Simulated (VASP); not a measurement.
# TiO2 in VASP: notebook

Runs on TiO2. Level: PBE. Tasks: single point.

Program: VASP 6.6.1. These are calculated values, not measurements. Logs are shortened: lines on timing, memory, paths and dates and some standing lists are left out, and cuts for length are marked.

### Step 1. The cell of the first run

It takes space group P4_2nm (No. 102, tetragonal). Conventional cell: a = 4.605 Å, b = 4.605 Å, c = 2.939 Å, α = 90.00°, β = 90.00°, γ = 90.00°. Within 2.5 Å of Ti (site symmetry 2mm) lie 6 O at 1.86 to 2.03 Å. O (site symmetry m) has 3 Ti at 1.86 to 2.03 Å and 1 O at 2.54 Å within 2.6 Å.

### Step 2. Single point, PBE (atoms displaced along a vibrational mode, the cell strained)

The input, INCAR:

```
PREC = Accurate
ENCUT = 520
EDIFF = 1E-6
ISMEAR = 0
SIGMA = 0.05
LREAL = False
LASPH = True
NELM = 80
ALGO = Normal
ISIF = 2
LWAVE = False
LCHARG = False
GGA = PE
NBANDS = 33
```

The input, KPOINTS:

```
regular mesh
0
Gamma
  6 6 10
```

The input, POSCAR:

```
TiO2
1.0
    4.6048595979      0.0000000000      0.0000000000
    0.0000000000      4.6048595979      0.0000000000
    0.0000000000      0.0000000000      2.9392636202
Ti O
2 4
Direct
    0.0000000000      0.0000000000      0.0156977583
    0.5000000000      0.5000000000      0.5156977583
    0.3050970583      0.3050970583     -0.0234828613
    0.1949029417      0.8050970583      0.4765171387
    0.6949029417      0.6949029417     -0.0234828613
    0.8050970583      0.1949029417      0.4765171387
```

Potentials or basis: VASP PAW PBE potentials, release 64 (Ti_sv, O).

On the command line:

```
> cat potpaw_PBE.64/Ti_sv/POTCAR potpaw_PBE.64/O/POTCAR > POTCAR
> mpirun -np 1 vasp_std > vasp.out
```

OUTCAR:

```text
PREC = Accurate
   ENCUT = 520
   EDIFF = 1E-6
   ISMEAR = 0
   LREAL = False
   LASPH = True
   NELM = 80
   ISIF = 2
   GGA = PE

 ion  position               nearest neighbor table
   1  0.000  0.000  0.016-   4 1.86   6 1.86   5 1.99   3 1.99   4 2.03   6 2.03
   2  0.500  0.500  0.516-   3 1.86   5 1.86   4 1.99   6 1.99   3 2.03   5 2.03
   3  0.305  0.305  0.977-   2 1.86   1 1.99   2 2.03
   4  0.195  0.805  0.477-   1 1.86   2 1.99   1 2.03
   5  0.695  0.695  0.977-   2 1.86   1 1.99   2 2.03
   6  0.805  0.195  0.477-   1 1.86   2 1.99   1 2.03

  LATTYP: Found a simple tetragonal cell.
 ALAT       =     4.6048595979
 C/A-ratio  =     0.6382960344

  Lattice vectors:

 A1 = (   4.6048595979,   0.0000000000,   0.0000000000)
 A2 = (   0.0000000000,   4.6048595979,   0.0000000000)
 A3 = (   0.0000000000,   0.0000000000,   2.9392636202)

Analysis of symmetry for initial positions (statically):
=====================================================================
 Subroutine PRICEL returns:
 Original cell was already a primitive cell.

 Routine SETGRP: Setting up the symmetry group for a
 simple tetragonal supercell.

 Subroutine GETGRP returns: Found  8 space group operations
 (whereof  4 operations were pure point group operations)
 out of a pool of 16 trial point group operations.

The static configuration has the point symmetry C_2v.
 The point group associated with its full space group is C_4v.

Analysis of symmetry for dynamics (positions and initial velocities):
=====================================================================
 Subroutine PRICEL returns:
 Original cell was already a primitive cell.

 Routine SETGRP: Setting up the symmetry group for a
 simple tetragonal supercell.

 Subroutine GETGRP returns: Found  8 space group operations
 (whereof  4 operations were pure point group operations)
 out of a pool of 16 trial point group operations.

The dynamic configuration has the point symmetry C_2v.
 The point group associated with its full space group is C_4v.

 Subroutine INISYM returns: Found  8 space group operations
 (whereof  4 operations are pure point group operations),
 and found     1 'primitive' translations

----------------------------------------------------------------------------------------

                                     Primitive cell

  volume of cell :      62.3263

  direct lattice vectors                    reciprocal lattice vectors
     4.604859598  0.000000000  0.000000000     0.217161887  0.000000000  0.000000000
     0.000000000  4.604859598  0.000000000     0.000000000  0.217161887  0.000000000
     0.000000000  0.000000000  2.939263620     0.000000000  0.000000000  0.340221269

  length of vectors
     4.604859598  4.604859598  2.939263620     0.217161887  0.217161887  0.340221269

  position of ions in fractional coordinates (direct lattice)
     0.000000000  0.000000000  0.015697758
     0.500000000  0.500000000  0.515697758
     0.305097058  0.305097058  0.976517139
     0.194902942  0.805097058  0.476517139
     0.694902942  0.694902942  0.976517139
     0.805097058  0.194902942  0.476517139

  ion indices of the primitive-cell ions
   primitive index   ion index
                 1           1
                 2           2
                 3           3
                 4           4
                 5           5
                 6           6

----------------------------------------------------------------------------------------

 KPOINTS: regular mesh

Automatic generation of k-mesh.
 Grid dimensions read from file:
 generate k-points for:    6    6   10

 Generating k-lattice:

  Cartesian coordinates                     Fractional coordinates (reciprocal lattice)
     0.036193648  0.000000000  0.000000000     0.166666667  0.000000000  0.000000000
     0.000000000  0.036193648  0.000000000     0.000000000  0.166666667  0.000000000
     0.000000000  0.000000000  0.034022127     0.000000000  0.000000000  0.100000000

  Length of vectors
     0.036193648  0.036193648  0.034022127

  Shift w.r.t. Gamma in fractional coordinates (k-lattice)
     0.000000000  0.000000000  0.000000000

 Subroutine IBZKPT returns following result:
 ===========================================

 Found     60 irreducible k-points:

 Following reciprocal coordinates:
            Coordinates               Weight
  0.000000  0.000000  0.000000      1.000000
  0.166667  0.000000  0.000000      4.000000
  0.333333  0.000000  0.000000      4.000000
  0.500000  0.000000  0.000000      2.000000
  0.166667  0.166667  0.000000      4.000000
  0.333333  0.166667  0.000000      8.000000
[... 16 lines left out ...]
  0.333333  0.000000  0.200000      8.000000
  0.500000  0.000000  0.200000      4.000000
 [... further k-points ...]
   k-points           NKPTS =     60   k-points in BZ     NKDIM =     60   number of bands    NBANDS=     33
   number of dos      NEDOS =    301   number of ions     NIONS =      6
   total plane-waves  NPLWV =  31104
   dimension x,y,z NGX =    36 NGY =   36 NGZ =   24
   dimension x,y,z NGXF=    72 NGYF=   72 NGZF=   48
   ions per type =               2   4
   NGX,Y,Z   is equivalent  to a cutoff of  13.00, 13.00, 13.57 a.u.
   NGXF,Y,Z  is equivalent  to a cutoff of  25.99, 25.99, 27.15 a.u.
 SYSTEM =  unknown system
   PREC   = accura    normal or accurate (medium, high low for compatibility)
   ISTART =      0    job   : 0-new  1-cont  2-samecut
   ICHARG =      2    charge: 1-file 2-atom 10-const
   ISPIN  =      1    spin polarized calculation?
   LNONCOLLINEAR =      F non collinear calculations
   LSORBIT =      F    spin-orbit coupling
   LASPH  =      T    aspherical Exc in radial PAW
   ENCUT  =  520.0 eV  38.22 Ry    6.18 a.u.   8.56  8.56  5.47*2*pi/ulx,y,z
   NELM   =     80;   NELMIN=  2; NELMDL= -5     # of ELM steps
   EDIFF  = 0.1E-05   stopping-criterion for ELM
   LREAL  =      F    real-space projection
   EDIFFG = 0.1E-04   stopping-criterion for IOM
   NSW    =      0    number of steps for IOM
   IBRION =     -1    ionic relax: 0-MD 1-quasi-New 2-CG
   NFREE  =      0    steps in history (QN), initial steepest desc. (CG)
   ISIF   =      2    stress and relaxation
   ISYM   =      2    0-nonsym 1-usesym 2-fastsym
   POTIM  = 0.5000    time-step for ionic-motion
   TEBEG  =    0.0;   TEEND  =   0.0 temperature during run
   PSTRESS=    0.0 pullay stress
   NELECT =      48.0000    total number of electrons
   NUPDOWN=      -1.0000    fix difference up-down
   EMIN   =  10.00;   EMAX   =-10.00  energy-range for DOS
   EFERMI =   0.00;   METHOD = LEGACY
   ISMEAR =     0;   SIGMA  =   0.05  broadening in eV -4-tet -1-fermi 0-gaus
   EFERMI_NEDOS =   21; number of points for ismear=-14 and -15
   IALGO  =     38    algorithm
   IMIX   =      4    mixing-type and parameters
     AMIX     =   0.40;   BMIX     =  1.00
     AMIX_MAG =   1.60;   BMIX_MAG =  1.00
  volume/ion in A,a.u.               =      10.39        70.10
  Fermi-wavevector in a.u.,A,eV,Ry     =   1.500600  2.835722 30.637584  2.251799
  Thomas-Fermi vector in A             =   2.612079
   LORBIT       =      0    0 simple, 1 ext, 2 COOP (PROOUT), +10 PAW based schemes
   GGA     = PE    functional components
   LHFCALC =     F    Hartree Fock is set to
   AEXX    =    0.0000 exact exchange contribution
   IVDW    =     0    specifies the selected vdW correction
   LEPSILON=     F    determine dielectric tensor
   LRPA    =     F    only Hartree local field effects (RPA)
 non-spin polarized calculation
 Gauss-broadening in eV      SIGMA  =   0.05
  energy-cutoff  :      520.00
  volume of cell :       62.33
 maximum number of plane-waves:      1696
 NGX is ok and might be reduce to    36
   NGX = 17   NGY = 17   NGZ = 11

 number of electron      48.0000026 magnetization

 Free energy of the ion-electron system (eV)
  ---------------------------------------------------
  ext. energy  EPLUGINS =         0.00000000
  ---------------------------------------------------
  free energy    TOTEN  =       -53.61527404 eV

  energy without entropy =      -53.61527404  energy(sigma->0) =      -53.61527404

 E-fermi :   5.0191     XC(G=0): -11.4078

 val. band max:        4.7627670764   @ k =   0.0000   0.0000   0.0000
 cond. band min:       6.8738111639   @ k =   0.5000   0.1667   0.5000
 fundamental gap:      2.1110440876
 Fermi energy:         5.0190769269

 k-point     1 :       0.0000    0.0000    0.0000
  band No.  band energies     occupation
      1     -51.9554      2.00000
      2     -51.9383      2.00000
      3     -28.2843      2.00000
      4     -28.2843      2.00000
      5     -28.1059      2.00000
      6     -28.1059      2.00000
[... 25 lines left out ...]
     32      11.5076      0.00000
     33      11.5089      0.00000

 k-point     2 :       0.1667    0.0000    0.0000
  band No.  band energies     occupation
      1     -51.9543      2.00000
      2     -51.9395      2.00000
      3     -28.2759      2.00000
      4     -28.2752      2.00000
      5     -28.1163      2.00000
      6     -28.1159      2.00000
[... 25 lines left out ...]
     32      11.3718      0.00000
     33      11.4868      0.00000

 k-point     3 :       0.3333    0.0000    0.0000
  band No.  band energies     occupation
      1     -51.9511      2.00000
      2     -51.9426      2.00000
      3     -28.2544      2.00000
      4     -28.2527      2.00000
      5     -28.1413      2.00000
      6     -28.1400      2.00000
[... 25 lines left out ...]
     32      11.0340      0.00000
     33      11.4671      0.00000

 k-point     4 :       0.5000    0.0000    0.0000
  band No.  band energies     occupation
      1     -51.9468      2.00000
      2     -51.9468      2.00000
      3     -28.2378      2.00000
      4     -28.2378      2.00000
      5     -28.1575      2.00000
      6     -28.1575      2.00000
[... 673 lines left out ...]
     32      10.8132      0.00000
     33      11.1317      0.00000

 k-point    23 :       0.3333    0.0000    0.2000
  band No.  band energies     occupation
      1     -51.9353      2.00000
      2     -51.9284      2.00000
      3     -28.2553      2.00000
      4     -28.2360      2.00000
      5     -28.2106      2.00000
      6     -28.1999      2.00000
[... 25 lines left out ...]
     32      10.3583      0.00000
     33      11.2597      0.00000

 k-point    24 :       0.5000    0.0000    0.2000
  band No.  band energies     occupation
      1     -51.9318      2.00000
      2     -51.9318      2.00000
      3     -28.2479      2.00000
      4     -28.2479      2.00000
      5     -28.1948      2.00000
      6     -28.1948      2.00000
[... 25 lines left out ...]
     32      10.0947      0.00000
     33      11.6115      0.00000

 [... further k-points ...]

------------------------ aborting loop because EDIFF is reached ----------------------------------------

  FORCE on cell =-STRESS in cart. coord.  units (eV):
  Direction    XX          YY          ZZ          XY          YZ          ZX
  --------------------------------------------------------------------------------------
  -------------------------------------------------------------------------------------
  Total        2.9753789      2.9753789      4.1291833     -0.0000000      0.0000000      0.0000000
  in kB       76.4859280     76.4859280    106.1459487     -0.0000000      0.0000000      0.0000000
  external PRESSURE =      86.3726016 kB  Pullay stress =       0.0000000 kB

 VOLUME and BASIS-vectors are now :
 -----------------------------------------------------------------------------
  energy-cutoff  :      520.00
  volume of cell :       62.33
      direct lattice vectors                 reciprocal lattice vectors
     4.604859598  0.000000000  0.000000000     0.217161887  0.000000000  0.000000000
     0.000000000  4.604859598  0.000000000     0.000000000  0.217161887  0.000000000
     0.000000000  0.000000000  2.939263620     0.000000000  0.000000000  0.340221269

 POSITION                                       TOTAL-FORCE (eV/Angst)
 -----------------------------------------------------------------------------------
      0.00000      0.00000      0.04614         0.000000     -0.000000     -0.283171
      2.30243      2.30243      1.51577         0.000000     -0.000000     -0.283171
      1.40493      1.40493      2.87024        -0.232437     -0.232437      0.141586
      0.89750      3.70736      1.40061         0.232437     -0.232437      0.141586
      3.19993      3.19993      2.87024         0.232437      0.232437      0.141586
      3.70736      0.89750      1.40061        -0.232437      0.232437      0.141586
 -----------------------------------------------------------------------------------
    total drift:                               -0.000000      0.000000      0.000082

  FREE ENERGIE OF THE ION-ELECTRON SYSTEM (eV)
  ---------------------------------------------------
  free  energy   TOTEN  =       -53.6152740350 eV

  energy  without entropy=      -53.6152740350  energy(sigma->0) =      -53.61527404
```

Wall time 2.7 min (1 thread of Intel Xeon 8259CL, shared host); peak memory 0.23 GiB.

Results:

```
Free energy            : -53.6153 eV
Pressure               : 8.6 GPa
Largest force          : 0.358 eV/Å
Band gap on the k mesh : 2.11 eV (least direct gap 2.29 eV)
```

Forces in eV/Å, atoms in the order of the input:
```
Ti   0.000  0.000 -0.283
Ti   0.000  0.000 -0.283
O   -0.232 -0.232  0.142
O    0.232 -0.232  0.142
O    0.232  0.232  0.142
O   -0.232  0.232  0.142
```

Levels at points of the mesh, in eV from the valence-band top:
| k point | band 21 | band 22 | band 23 | band 24 | band 25 | band 26 | band 27 | band 28 |
| --- | --- | --- | --- | --- | --- | --- | --- | --- |
| (0.00, 0.00, 0.00) | -0.84 | -0.53 | -0.53 | 0.00 | 2.29 | 2.47 | 2.63 | 2.86 |
| (0.50, 0.00, 0.00) | -1.51 | -1.51 | -0.72 | -0.72 | 2.50 | 2.50 | 3.48 | 3.48 |
| (0.50, 0.50, 0.00) | -1.37 | -1.37 | -1.10 | -1.10 | 2.28 | 2.28 | 2.83 | 2.83 |
| (0.00, 0.00, 0.50) | -2.30 | -2.30 | -1.36 | -1.36 | 3.15 | 3.15 | 3.45 | 3.45 |
| (0.50, 0.00, 0.50) | -1.94 | -1.94 | -1.03 | -1.03 | 2.12 | 2.12 | 3.46 | 3.46 |
| (0.50, 0.50, 0.50) | -1.48 | -1.00 | -0.61 | -0.61 | 2.38 | 3.17 | 3.39 | 3.39 |

Caveat: the cell differs from its parent crystal (atoms displaced along a vibrational mode, the cell strained); the cell stands under pressure. A k mesh can miss the band edges.

### Step 3. Single point, PBE (atoms displaced along a vibrational mode, the cell strained)

The input, INCAR:

```
SYSTEM = TiO2
ALGO = Normal
EDIFF = 1E-6
ENCUT = 520
GGA = PE
ISIF = 2
ISMEAR = 0
LASPH = .TRUE.
LCHARG = .FALSE.
LREAL = .FALSE.
LWAVE = .FALSE.
NBANDS = 33
NELM = 100
PREC = Accurate
SIGMA = 0.05
```

The input, KPOINTS:

```
k-points
0
G
  6 6 10
  0 0 0
```

The input, POSCAR:

```
TiO2
1.0
    4.6048595979      0.0000000000      0.0000000000
    0.0000000000      4.6048595979      0.0000000000
    0.0000000000      0.0000000000      2.9392636202
Ti O
2 4
Direct
    0.0000000000      0.0000000000      0.0000000000
    0.5000000000      0.5000000000      0.5000000000
    0.3050970583      0.3050970583      0.0000000000
    0.1949029417      0.8050970583      0.5000000000
    0.6949029417      0.6949029417      0.0000000000
    0.8050970583      0.1949029417      0.5000000000
```

Potentials or basis: VASP PAW PBE potentials, release 64 (Ti_sv, O).

On the command line:

```
> cat potpaw_PBE.64/Ti_sv/POTCAR potpaw_PBE.64/O/POTCAR > POTCAR
> mpirun -np 1 vasp_std > vasp.out
```

It took 3.2 min on 1 thread of Intel Xeon 8259CL, shared host; peak memory 0.24 GiB.

Results (log left out):

```
Free energy            : -53.6382 eV
Pressure               : 6.6 GPa
Largest force          : 0.160 eV/Å
Band gap on the k mesh : 1.90 eV
```

Forces on the atoms (eV/Å):
```
Ti   0.000  0.000  0.000
Ti   0.000  0.000  0.000
O   -0.113 -0.113  0.000
O    0.113 -0.113  0.000
O    0.113  0.113  0.000
O   -0.113  0.113  0.000
```

Stress tensor (GPa, compression positive):
```
5.97 0.00 0.00
0.00 5.97 0.00
0.00 0.00 8.00
```

Levels at points of the mesh, in eV from the valence-band top:
| k point | band 22 | band 23 | band 24 | band 25 | band 26 | band 27 |
| --- | --- | --- | --- | --- | --- | --- |
| (0.00, 0.00, 0.00) | -0.43 | -0.43 | 0.00 | 1.90 | 2.20 | 2.47 |
| (0.50, 0.00, 0.00) | -1.57 | -0.73 | -0.73 | 2.57 | 2.57 | 3.06 |
| (0.50, 0.50, 0.00) | -1.25 | -1.04 | -1.04 | 1.93 | 1.93 | 2.57 |
| (0.00, 0.00, 0.50) | -2.32 | -1.42 | -1.42 | 2.98 | 2.98 | 3.26 |
| (0.50, 0.00, 0.50) | -2.04 | -1.02 | -1.02 | 1.94 | 1.94 | 3.28 |
| (0.50, 0.50, 0.50) | -1.25 | -0.67 | -0.67 | 2.61 | 2.61 | 3.25 |

Caveat: the cell differs from its parent crystal (atoms displaced along a vibrational mode, the cell strained); the cell stands under pressure.
